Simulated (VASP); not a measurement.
# In (P6/mmm) in VASP: a series of runs

The runs below take In through single point, with RPBE.

Program: VASP 6.6.1. These are calculated values, not measurements. Logs are shortened: lines on timing, memory, paths and dates and some standing lists are left out, and cuts for length are marked.

## 1. The cell of the first run

It takes space group P6/mmm (No. 191, hexagonal). Conventional cell: a = 5.465 Å, b = 5.465 Å, c = 3.395 Å, α = 90.00°, β = 90.00°, γ = 120.00°. In (site symmetry 6/mmm) has 14 In at 3.40 to 3.58 Å within 4.5 Å. In (site symmetry -6m2) has 11 In at 3.16 to 3.58 Å within 4.2 Å.

This isn't the form of In at room conditions, which is tetragonal.

## 2. Single point, RPBE (29.27 Å³/atom)

Contents of INCAR:

```
SYSTEM = In
PREC     = Accurate       ! precision mode
ENCUT    = 520            ! plane-wave cutoff, eV
EDIFF    = 1E-6           ! SCF threshold, eV
ISMEAR   = -1             ! smearing method
SIGMA    = 0.1            ! smearing width, eV
LREAL    = .FALSE.        ! projectors in reciprocal space
LASPH    = .TRUE.         ! aspherical terms in the spheres
NELM     = 80             ! most SCF steps
ALGO     = Normal         ! electronic algorithm
ISIF     = 2              ! what is computed and relaxed
LWAVE    = .FALSE.        ! write WAVECAR
LCHARG   = .FALSE.        ! write CHGCAR
GGA      = RP             ! functional
NBANDS   = 26             ! bands
```

Contents of KPOINTS:

```
regular mesh
0
G
  8 8 11
  0 0 0
```

Contents of POSCAR:

```
In
1.0
    5.4649337731      0.0000000000      0.0000000000
   -2.7324668866      4.7327714775      0.0000000000
    0.0000000000      0.0000000000      3.3953583947
In
3
Direct
    0.0000000000      0.0000000000      0.0000000000
    0.3333333333      0.6666666667      0.5000000000
    0.6666666667      0.3333333333      0.5000000000
```

Potentials or basis: VASP PAW PBE potentials, release 64 (In_d).

On the command line:

```
cat potpaw_PBE.64/In_d/POTCAR > POTCAR
mpirun -np 1 vasp_std > vasp.out
```

OUTCAR:

```text
SYSTEM = In
   PREC = Accurate
   ENCUT = 520
   EDIFF = 1E-6
   ISMEAR = -1
   LREAL = .FALSE.
   LASPH = .TRUE.
   NELM = 80
   ISIF = 2
   GGA = RP

 ion  position               nearest neighbor table
   1  0.000  0.000  0.000-   2 3.58   3 3.58   2 3.58   3 3.58   3 3.58   3 3.58   2 3.58   2 3.58
                             3 3.58   3 3.58   2 3.58   2 3.58
   2  0.333  0.667  0.500-   3 3.16   3 3.16   3 3.16   1 3.58   1 3.58   1 3.58   1 3.58   1 3.58
                             1 3.58
   3  0.667  0.333  0.500-   2 3.16   2 3.16   2 3.16   1 3.58   1 3.58   1 3.58   1 3.58   1 3.58
                             1 3.58

  LATTYP: Found a hexagonal cell.
 ALAT       =     5.4649337731
 C/A-ratio  =     0.6212990927

  Lattice vectors:

 A1 = (   5.4649337731,   0.0000000000,   0.0000000000)
 A2 = (  -2.7324668866,   4.7327714775,   0.0000000000)
 A3 = (   0.0000000000,   0.0000000000,   3.3953583947)

Analysis of symmetry for initial positions (statically):
=====================================================================
 Subroutine PRICEL returns:
 Original cell was already a primitive cell.

 Routine SETGRP: Setting up the symmetry group for a
 hexagonal supercell.

 Subroutine GETGRP returns: Found 24 space group operations
 (whereof 24 operations were pure point group operations)
 out of a pool of 24 trial point group operations.

The static configuration has the point symmetry D_6h.

Analysis of symmetry for dynamics (positions and initial velocities):
=====================================================================
 Subroutine PRICEL returns:
 Original cell was already a primitive cell.

 Routine SETGRP: Setting up the symmetry group for a
 hexagonal supercell.

 Subroutine GETGRP returns: Found 24 space group operations
 (whereof 24 operations were pure point group operations)
 out of a pool of 24 trial point group operations.

The dynamic configuration has the point symmetry D_6h.

 Subroutine INISYM returns: Found 24 space group operations
 (whereof 24 operations are pure point group operations),
 and found     1 'primitive' translations

----------------------------------------------------------------------------------------

                                     Primitive cell

  volume of cell :      87.8185

  direct lattice vectors                    reciprocal lattice vectors
     5.464933773  0.000000000  0.000000000     0.182984834  0.105646343  0.000000000
    -2.732466887  4.732771478  0.000000000     0.000000000  0.211292686  0.000000000
     0.000000000  0.000000000  3.395358395     0.000000000  0.000000000  0.294519719

  length of vectors
     5.464933773  5.464933773  3.395358395     0.211292686  0.211292686  0.294519719

  position of ions in fractional coordinates (direct lattice)
     0.000000000  0.000000000  0.000000000
     0.333333333  0.666666667  0.500000000
     0.666666667  0.333333333  0.500000000

  ion indices of the primitive-cell ions
   primitive index   ion index
                 1           1
                 2           2
                 3           3

----------------------------------------------------------------------------------------

 KPOINTS: regular mesh

Automatic generation of k-mesh.
 Grid dimensions read from file:
 generate k-points for:    8    8   11

 Generating k-lattice:

  Cartesian coordinates                     Fractional coordinates (reciprocal lattice)
     0.022873104  0.013205793  0.000000000     0.125000000  0.000000000  0.000000000
     0.000000000  0.026411586  0.000000000     0.000000000  0.125000000  0.000000000
     0.000000000  0.000000000  0.026774520     0.000000000  0.000000000  0.090909091

  Length of vectors
     0.026411586  0.026411586  0.026774520

  Shift w.r.t. Gamma in fractional coordinates (k-lattice)
     0.000000000  0.000000000  0.000000000

 Subroutine IBZKPT returns following result:
 ===========================================

 Found     60 irreducible k-points:

 Following reciprocal coordinates:
            Coordinates               Weight
  0.000000  0.000000  0.000000      1.000000
  0.125000  0.000000  0.000000      6.000000
  0.250000  0.000000  0.000000      6.000000
  0.375000 -0.000000  0.000000      6.000000
  0.500000  0.000000  0.000000      3.000000
  0.125000  0.125000  0.000000      6.000000
[... 16 lines left out ...]
  0.250000  0.000000  0.181818     12.000000
  0.375000 -0.000000  0.181818     12.000000
 [... further k-points ...]
   k-points           NKPTS =     60   k-points in BZ     NKDIM =     60   number of bands    NBANDS=     26
   number of dos      NEDOS =    301   number of ions     NIONS =      3
   total plane-waves  NPLWV =  49392
   dimension x,y,z NGX =    42 NGY =   42 NGZ =   28
   dimension x,y,z NGXF=    84 NGYF=   84 NGZF=   56
   ions per type =               3
   NGX,Y,Z   is equivalent  to a cutoff of  12.78, 12.78, 13.71 a.u.
   NGXF,Y,Z  is equivalent  to a cutoff of  25.55, 25.55, 27.42 a.u.
 SYSTEM =  In
   PREC   = accura    normal or accurate (medium, high low for compatibility)
   ISTART =      0    job   : 0-new  1-cont  2-samecut
   ICHARG =      2    charge: 1-file 2-atom 10-const
   ISPIN  =      1    spin polarized calculation?
   LNONCOLLINEAR =      F non collinear calculations
   LSORBIT =      F    spin-orbit coupling
   LASPH  =      T    aspherical Exc in radial PAW
   ENCUT  =  520.0 eV  38.22 Ry    6.18 a.u.  10.16 10.16  6.31*2*pi/ulx,y,z
   NELM   =     80;   NELMIN=  2; NELMDL= -5     # of ELM steps
   EDIFF  = 0.1E-05   stopping-criterion for ELM
   LREAL  =      F    real-space projection
   EDIFFG = 0.1E-04   stopping-criterion for IOM
   NSW    =      0    number of steps for IOM
   IBRION =     -1    ionic relax: 0-MD 1-quasi-New 2-CG
   NFREE  =      0    steps in history (QN), initial steepest desc. (CG)
   ISIF   =      2    stress and relaxation
   ISYM   =      2    0-nonsym 1-usesym 2-fastsym
   POTIM  = 0.5000    time-step for ionic-motion
   TEBEG  =    0.0;   TEEND  =   0.0 temperature during run
   PSTRESS=    0.0 pullay stress
   NELECT =      39.0000    total number of electrons
   NUPDOWN=      -1.0000    fix difference up-down
   EMIN   =  10.00;   EMAX   =-10.00  energy-range for DOS
   EFERMI =   0.00;   METHOD = LEGACY
   ISMEAR =    -1;   SIGMA  =   0.10  broadening in eV -4-tet -1-fermi 0-gaus
   EFERMI_NEDOS =   21; number of points for ismear=-14 and -15
   IALGO  =     38    algorithm
   IMIX   =      4    mixing-type and parameters
     AMIX     =   0.40;   BMIX     =  1.00
     AMIX_MAG =   1.60;   BMIX_MAG =  1.00
  volume/ion in A,a.u.               =      29.27       197.54
  Fermi-wavevector in a.u.,A,eV,Ry     =   1.249015  2.360296 21.225614  1.560039
  Thomas-Fermi vector in A             =   2.383075
   LORBIT       =      0    0 simple, 1 ext, 2 COOP (PROOUT), +10 PAW based schemes
   GGA     = RP    functional components
   LHFCALC =     F    Hartree Fock is set to
   AEXX    =    0.0000 exact exchange contribution
   IVDW    =     0    specifies the selected vdW correction
   LEPSILON=     F    determine dielectric tensor
   LRPA    =     F    only Hartree local field effects (RPA)
 non-spin polarized calculation
  energy-cutoff  :      520.00
  volume of cell :       87.82
 maximum number of plane-waves:      2387
 NGX is ok and might be reduce to    42
   NGX = 21   NGY = 21   NGZ = 13

 number of electron      39.0000012 magnetization

 Free energy of the ion-electron system (eV)
  ---------------------------------------------------
  ext. energy  EPLUGINS =         0.00000000
  ---------------------------------------------------
  free energy    TOTEN  =        -6.54452188 eV

  energy without entropy =       -6.47933397  energy(sigma->0) =       -6.51192792

 E-fermi :   6.5149     XC(G=0):  -9.6251

 val. band max:        6.4917458302   @ k =   0.2500   0.2500   0.0000
 cond. band min:       6.5156499911   @ k =   0.3750  -0.0000   0.4545
 fundamental gap:      0.0239041609
 Fermi energy:         6.5149135451

 k-point     1 :       0.0000    0.0000    0.0000
  band No.  band energies     occupation
      1      -8.3357      2.00000
      2      -8.1608      2.00000
      3      -8.1608      2.00000
      4      -8.1570      2.00000
      5      -8.1354      2.00000
      6      -8.0758      2.00000
[... 18 lines left out ...]
     25      16.2970      0.00000
     26      16.3313      0.00000

 k-point     2 :       0.1250    0.0000    0.0000
  band No.  band energies     occupation
      1      -8.3306      2.00000
      2      -8.1900      2.00000
      3      -8.1798      2.00000
      4      -8.1600      2.00000
      5      -8.1226      2.00000
      6      -8.0907      2.00000
[... 18 lines left out ...]
     25      15.6234      0.00000
     26      15.8758      0.00000

 k-point     3 :       0.2500    0.0000    0.0000
  band No.  band energies     occupation
      1      -8.3178      2.00000
      2      -8.2350      2.00000
      3      -8.2140      2.00000
      4      -8.1691      2.00000
      5      -8.1294      2.00000
      6      -8.1101      2.00000
[... 18 lines left out ...]
     25      14.2715      0.00000
     26      14.5705      0.00000

 k-point     4 :       0.3750   -0.0000    0.0000
  band No.  band energies     occupation
      1      -8.3048      2.00000
      2      -8.2699      2.00000
      3      -8.2395      2.00000
      4      -8.1813      2.00000
      5      -8.1375      2.00000
      6      -8.1233      2.00000
[... 18 lines left out ...]
     25      12.7998      0.00000
     26      13.7556      0.00000
[... 496 lines left out ...]
      1      -8.2630      2.00000
      2      -8.1854      2.00000
      3      -8.1838      2.00000
      4      -8.1571      2.00000
      5      -8.1512      2.00000
      6      -8.0971      2.00000
[... 18 lines left out ...]
     25      12.9514      0.00000
     26      14.2445      0.00000

 k-point    23 :       0.2500    0.0000    0.1818
  band No.  band energies     occupation
      1      -8.2652      2.00000
      2      -8.2221      2.00000
      3      -8.2120      2.00000
      4      -8.1551      2.00000
      5      -8.1397      2.00000
      6      -8.0947      2.00000
[... 18 lines left out ...]
     25      12.4714      0.00000
     26      13.6244      0.00000

 k-point    24 :       0.3750   -0.0000    0.1818
  band No.  band energies     occupation
      1      -8.2732      2.00000
      2      -8.2466      2.00000
      3      -8.2230      2.00000
      4      -8.1506      2.00000
      5      -8.1348      2.00000
      6      -8.0889      2.00000
[... 18 lines left out ...]
     25      12.1521      0.00000
     26      12.3618      0.00000

 [... further k-points ...]

------------------------ aborting loop because EDIFF is reached ----------------------------------------

  FORCE on cell =-STRESS in cart. coord.  units (eV):
  Direction    XX          YY          ZZ          XY          YZ          ZX
  --------------------------------------------------------------------------------------
  -------------------------------------------------------------------------------------
  Total        0.1079036      0.1079036     -0.0708830     -0.0000000     -0.0000000      0.0000000
  in kB        1.9686127      1.9686127     -1.2932023     -0.0000000     -0.0000000      0.0000000
  external PRESSURE =       0.8813410 kB  Pullay stress =       0.0000000 kB

 VOLUME and BASIS-vectors are now :
 -----------------------------------------------------------------------------
  energy-cutoff  :      520.00
  volume of cell :       87.82
      direct lattice vectors                 reciprocal lattice vectors
     5.464933773  0.000000000  0.000000000     0.182984834  0.105646343  0.000000000
    -2.732466887  4.732771478  0.000000000     0.000000000  0.211292686  0.000000000
     0.000000000  0.000000000  3.395358395     0.000000000  0.000000000  0.294519719

 POSITION                                       TOTAL-FORCE (eV/Angst)
 -----------------------------------------------------------------------------------
      0.00000      0.00000      0.00000         0.000000      0.000000     -0.000000
     -0.00000      3.15518      1.69768        -0.000000      0.000000     -0.000000
      2.73247      1.57759      1.69768        -0.000000      0.000000      0.000000
 -----------------------------------------------------------------------------------
    total drift:                                0.000000      0.000000     -0.000000

  FREE ENERGIE OF THE ION-ELECTRON SYSTEM (eV)
  ---------------------------------------------------
  free  energy   TOTEN  =        -6.5445218795 eV

  energy  without entropy=       -6.4793339690  energy(sigma->0) =       -6.51192792
```

Wall time 43 s (1 thread of Intel Xeon 6975P-C (Granite Rapids), shared host); peak memory 0.26 GiB.

Results:

| Item | Value |
| --- | --- |
| Free energy | -6.5445 eV |
| Pressure | 0.1 GPa |
| Band gap on the k mesh | zero (an odd number of electrons rules out a gap without spin polarisation) |

Levels at points of the mesh, in eV from the Fermi level:
```
           k point  band 17  band 18  band 19  band 20  band 21  band 22
(0.00, 0.00, 0.00)    -2.86    -2.62    -0.87    -0.87    -0.73    -0.73
(0.50, 0.00, 0.00)    -7.05    -3.87    -2.81     3.22     3.36     4.47
```

Caveat: the PAW data sets were made with another functional, which shifts forces and pressure a little; spin-orbit coupling is left out, which moves the levels of the heavy elements.

## 3. Single point, RPBE (30.44 Å³/atom)

This run uses another cell than the first one, of 30.44 Å³/atom.

Contents of INCAR:

```
SYSTEM = In
PREC = Accurate
ENCUT = 520
EDIFF = 1E-6
ISMEAR = -1
SIGMA = 0.1
LREAL = .False.
LASPH = .True.
NELM = 100
ALGO = Normal
ISIF = 2
LWAVE = .False.
LCHARG = .False.
GGA = RP
NBANDS = 26
```

Contents of KPOINTS:

```
regular mesh
0
Gamma
  8 8 11
  0 0 0
```

Contents of POSCAR:

```
In
1.0
    5.5368490435      0.0000000000      0.0000000000
   -2.7684245218      4.7950519285      0.0000000000
    0.0000000000      0.0000000000      3.4400392869
In
3
Direct
    0.0000000000      0.0000000000      0.0000000000
    0.3333333333      0.6666666667      0.5000000000
    0.6666666667      0.3333333333      0.5000000000
```

Potentials or basis: VASP PAW PBE potentials, release 64 (In_d).

On the command line:

```
cat potpaw_PBE.64/In_d/POTCAR > POTCAR
mpirun -np 1 vasp_std > vasp.out
```

It took 42 s on 1 thread of Intel Xeon 6975P-C (Granite Rapids), shared host; peak memory 0.27 GiB.

The run converged. Its results:

```yaml
Free_energy: -6.5365 eV
Pressure: -0.9 GPa
Band_gap_on_the_k_mesh: zero (an odd number of electrons rules out a gap without spin polarisation)
```

Stress tensor (GPa, compression positive):
```
-0.80  0.00  0.00
 0.00 -0.80  0.00
 0.00  0.00 -1.08
```

Levels at points of the mesh, in eV from the Fermi level:
| k point | band 17 | band 18 | band 19 | band 20 | band 21 | band 22 |
| --- | --- | --- | --- | --- | --- | --- |
| (0.00, 0.00, 0.00) | -2.92 | -2.68 | -0.81 | -0.81 | -0.66 | -0.66 |
| (0.50, 0.00, 0.00) | -6.87 | -3.87 | -2.67 | 3.07 | 3.21 | 4.36 |

Caveat: the PAW data sets were made with another functional, which shifts forces and pressure a little; spin-orbit coupling is left out, which moves the levels of the heavy elements.

## 4. Single point, RPBE (31.61 Å³/atom)

This run uses another cell than the first one, of 31.61 Å³/atom.

Contents of INCAR:

```
SYSTEM = In
PREC = Accurate ; ENCUT = 520
EDIFF = 1E-6 ; ISMEAR = -1
SIGMA = 0.1 ; LREAL = .False.
LASPH = .True. ; NELM = 100
ALGO = Normal ; ISIF = 2
LWAVE = .False. ; LCHARG = .True.
GGA = RP ; LELF = .True.
LVHAR = .True. ; NBANDS = 26
```

KPOINTS is that of step 3.

Contents of POSCAR:

```
In
1.0
    5.6069431813      0.0000000000      0.0000000000
   -2.8034715907      4.8557552326      0.0000000000
    0.0000000000      0.0000000000      3.4835887111
In
3
Direct
    0.0000000000      0.0000000000      0.0000000000
    0.3333333333      0.6666666667      0.5000000000
    0.6666666667      0.3333333333      0.5000000000
```

On the command line:

```
cat potpaw_PBE.64/In_d/POTCAR > POTCAR
mpirun -np 1 vasp_std > vasp.out
```

It took 44 s on 1 thread of Intel Xeon 6975P-C (Granite Rapids), shared host; peak memory 0.27 GiB.

It converged, with:

```yaml
Free_energy: -6.5092 eV
Pressure: -1.7 GPa
Band_gap_on_the_k_mesh: zero (an odd number of electrons rules out a gap without spin polarisation)
```

Stress tensor (GPa, compression positive):
```
-1.59  0.00  0.00
 0.00 -1.59  0.00
 0.00  0.00 -1.83
```

Levels at points of the mesh, in eV from the Fermi level:
| k point | band 17 | band 18 | band 19 | band 20 | band 21 | band 22 |
| --- | --- | --- | --- | --- | --- | --- |
| (0.00, 0.00, 0.00) | -2.98 | -2.74 | -0.74 | -0.74 | -0.59 | -0.59 |
| (0.50, 0.00, 0.00) | -6.71 | -3.88 | -2.54 | 2.93 | 3.07 | 4.26 |

Caveat: the PAW data sets were made with another functional, which shifts forces and pressure a little; spin-orbit coupling is left out, which moves the levels of the heavy elements.

## 5. Overview

```tsv
cell	gap on the mesh (eV)	pressure (GPa)
a = 5.465, b = 5.465, c = 3.395 Å, angles 90.0, 90.0, 120.0°, 3 atoms	none	0.1
a = 5.537, b = 5.537, c = 3.440 Å, angles 90.0, 90.0, 120.0°, 3 atoms	none	-0.9
a = 5.607, b = 5.607, c = 3.484 Å, angles 90.0, 90.0, 120.0°, 3 atoms	none	-1.7
```

Alike in all rows: task single point; level RPBE; potentials or basis VASP PAW PBE potentials, release 64 (In_d); no spin polarisation; k mesh 8 × 8 × 11; cutoff (eV) 520; smearing fermi-dirac 0.1 eV.

Caveats: the PAW data sets were made with another functional, which shifts forces and pressure a little; spin-orbit coupling is left out, which moves the levels of the heavy elements.

Total energies depend on the potentials used, so only differences within one code and one set of settings carry meaning.
